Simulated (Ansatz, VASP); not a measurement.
# One calculation of N, two programs

```xyz
4
Lattice="4.1672 0.0000 0.0000 -2.0836 3.6089 0.0000 0.0000 0.0000 7.0060" Properties=species:S:1:pos:R:3 pbc="T T T"
N     0.0000    2.4059    2.3043
N     0.0000    2.4059    1.1987
N     2.0836    1.2030    5.8073
N     2.0836    1.2030    4.7017
```

Alike in both runs: task single point; functional PBE; k mesh 4 × 4 × 2; no spin polarisation.

|  | VASP | Ansatz |
| --- | --- | --- |
| version | VASP 6.6.1 | Ansatz 0.2.0 |
| potentials or method | VASP PAW PBE potentials, release 64 (N_h) | plane waves, PAW |
| plane-wave cutoff (eV) | 1330 | 420 |
| occupations | gaussian, width 0.01 eV | fixed |
| valence electrons in the cell | 20 | 20 |

VASP gave:

* gap on the k mesh at the Fermi level (eV): 7.15
* rms of the force components (eV/Å): 0.254

**Question.** Estimate Ansatz's values.

**Answer.** gap on the k mesh at the Fermi level (eV): 7.15; rms of the force components (eV/Å): 0.277.

Atom by atom the forces differ by 0.023 eV/Å (rms over components).

The k mesh is coarse, so the values compare programs but aren't converged.
